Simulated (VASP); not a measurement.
# Bi: single point with PBEsol

The system is Bi, a slab with vacuum.

```
CELL_PARAMETERS angstrom
3.49058 0.00000 0.00000
0.00000 3.49058 0.00000
0.00000 0.00000 23.40460
ATOMIC_POSITIONS crystal
Bi 0.25000 0.25000 0.34181
Bi 0.75000 0.75000 0.44727
Bi 0.25000 0.25000 0.55273
Bi 0.75000 0.75000 0.65819
```

```json
{"Program": "VASP 6.6.1", "Task": "single point", "Functional": "PBEsol", "Potentials or basis": "VASP PAW PBE potentials, release 64 (Bi_d)", "Cutoff": "520 eV", "k mesh": "11 × 11 × 1", "Occupations": "fermi-dirac, width 0.05 eV", "Spin": "no spin polarisation"}
```

```json
{
  "Largest force": "0.414 eV/Å",
  "Band gap on the k mesh": "zero (bands 30 and 31 overlap by 3.00 eV)"
}
```

Forces in eV/Å, atoms in the order of the input:
```
Bi   0.000  0.000  0.257
Bi   0.000  0.000 -0.414
Bi   0.000  0.000  0.414
Bi   0.000  0.000 -0.257
```

Levels at points of the mesh, in eV from the Fermi level:
| k point | band 28 | band 29 | band 30 | band 31 | band 32 | band 33 |
| --- | --- | --- | --- | --- | --- | --- |
| (0.00, 0.00, 0.00) | 0.76 | 0.76 | 1.89 | 1.89 | 2.71 | 3.33 |

Run time: 3.2 min on 1 thread of AMD EPYC 9R45 (Zen 5), with other jobs on the host, peak memory 0.4 GiB.

Caveat: the PAW data sets were made with another functional, which shifts forces and pressure a little; spin-orbit coupling is left out, which moves the levels of the heavy elements.
